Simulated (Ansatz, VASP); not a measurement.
**One calculation of InH, two programs**

INCAR

```
ALGO = Normal ; EDIFF = 1E-6
ENCUT = 520 ; GGA = PE
ISIF = 2 ; ISMEAR = 0
LASPH = T ; LCHARG = F
LREAL = F ; LWAVE = F
NBANDS = 14 ; NELM = 80
PREC = Accurate ; SIGMA = 0.1
```

Contents of KPOINTS:

```
k-points
0
Gamma
  6 6 6
```

File POSCAR:

```
InH
1.0
    0.0000000000      2.6273509184      2.8041446250
    2.4702009569      0.0000000000      2.8041446250
    2.4702009569      2.6273509184      0.0000000000
In H
1 1
Direct
    0.0000000000      0.0000000000      0.0000000000
    0.5000000000      0.5000000000      0.5000000000
```

Input for Ansatz:

```yaml
crystal:
  lattice:
    - [0.0, 2.6273509184, 2.804144625]
    - [2.4702009569, 0.0, 2.804144625]
    - [2.4702009569, 2.6273509184, 0.0]
  atoms:
    - { symbol: In, position: [0.0, 0.0, 0.0] }
    - { symbol: H, position: [0.5, 0.5, 0.5] }
basis:
  ecutwfc: 420
kpoints:
  mp_grid: { grid: [6, 6, 6] }
hamiltonian:
  xc: pbe
scf:
  occupations: { method: gaussian, width: 0.1 }
  lower_state_search: "off"
output:
  forces: true
  stress: true
  eigenvalues: true
```

Alike in both runs: task single point; functional PBE; k mesh 6 × 6 × 6; occupations gaussian, width 0.1 eV; no spin polarisation.

```csv
,VASP,Ansatz
version,VASP 6.6.1,Ansatz 0.2.0
potentials or method,"VASP PAW PBE potentials, release 64 (In_d, H), cutoff 520 eV","scalar-relativistic, plane waves, PAW"
valence electrons in the cell,14,14
```

```tsv
	VASP	Ansatz	Ansatz less VASP
gap on the k mesh at the Fermi level (eV)	none	none	-
pressure (GPa)	-2.9	-2.9	+0.06
traceless stress, the component that is largest in VASP (GPa)	-0.77	-0.78	-0.010
```

A gap of «none» marks a metal or a gap that the smearing closes.
